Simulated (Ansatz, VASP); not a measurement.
## GaN: VASP beside Ansatz

INCAR

```
SYSTEM = GaN
  ALGO = Normal
  EDIFF = 1E-6
  ENCUT = 520
  GGA_COMPAT = .FALSE.
  ISIF = 2
  ISMEAR = 0
  LASPH = .TRUE.
  LCHARG = .FALSE.
  LORBIT = 11
  LORBMOM = .TRUE.
  LREAL = .FALSE.
  LSORBIT = .TRUE.
  LWAVE = .FALSE.
  MAGMOM = 0 0 0 0 0 0
  NBANDS = 30
  NELM = 150
  PREC = Accurate
  SIGMA = 0.01
```

File KPOINTS:

```
k-points
0
G
  10 10 10
  0 0 0
```

The input POSCAR:

```
GaN
1.0
    0.0000000000      2.2277045316      2.2277045316
    2.2277045316      0.0000000000      2.2277045316
    2.2277045316      2.2277045316      0.0000000000
Ga N
1 1
Direct
    0.0000000000      0.0000000000      0.0000000000
    0.2500000000      0.2500000000      0.2500000000
```

Input for Ansatz:

```yaml
crystal:
  lattice:
    - [0.0, 2.22770453164, 2.22770453164]
    - [2.22770453164, 0.0, 2.22770453164]
    - [2.22770453164, 2.22770453164, 0.0]
  atoms:
    - { symbol: Ga, position: [0.0, 0.0, 0.0] }
    - { symbol: "N", position: [0.25, 0.25, 0.25] }
kpoints:
  mp_grid: { grid: [10, 10, 10] }
scf:
  occupations: { method: fixed }
  convergence: { dr2_threshold: 1.0e-10 }
hamiltonian:
  xc: lda
  pseudopotentials: { kind: all_electron, lapw: { basis_error: 0.0005 } }
magnetization:
  noncollinear: true
  spin_orbit: true
output:
  forces: true
  stress: true
  eigenstates:
    kpoints:
      - [0.0, 0.0, 0.0]
      - [0.5, 0.5, 0.0]
      - [0.5, 0.0, 0.5]
      - [0.0, 0.5, 0.5]
      - [0.0, 0.5, 0.0]
      - [0.5, 0.0, 0.0]
      - [0.0, 0.0, 0.5]
      - [0.5, 0.5, 0.5]
  eigenvalues: true
```

Change from the starting cell: unstrained.

Alike in both runs: task single point; functional LDA; k mesh 10 × 10 × 10; non-collinear spin, spin-orbit coupling.

|  | VASP | Ansatz |
| --- | --- | --- |
| version | VASP 6.6.1 | Ansatz 0.2.0 |
| potentials or method | VASP PAW LDA potentials, release 64 (Ga_d, N), cutoff 520 eV | all-electron LAPW |
| occupations | gaussian, width 0.01 eV | fixed |

Ansatz gave:

- pressure (GPa): 0.2
- net moment per atom (μB): 0.00

**Question.** Which values does VASP return?

**Answer.** Pressure (GPa): 1.1; net moment per atom (μB): 0.00.

LDA's correlation is that of Perdew and Zunger in VASP and of Perdew and Wang (1992) in Ansatz. Ansatz ran all-electron here, and VASP with PAW potentials.
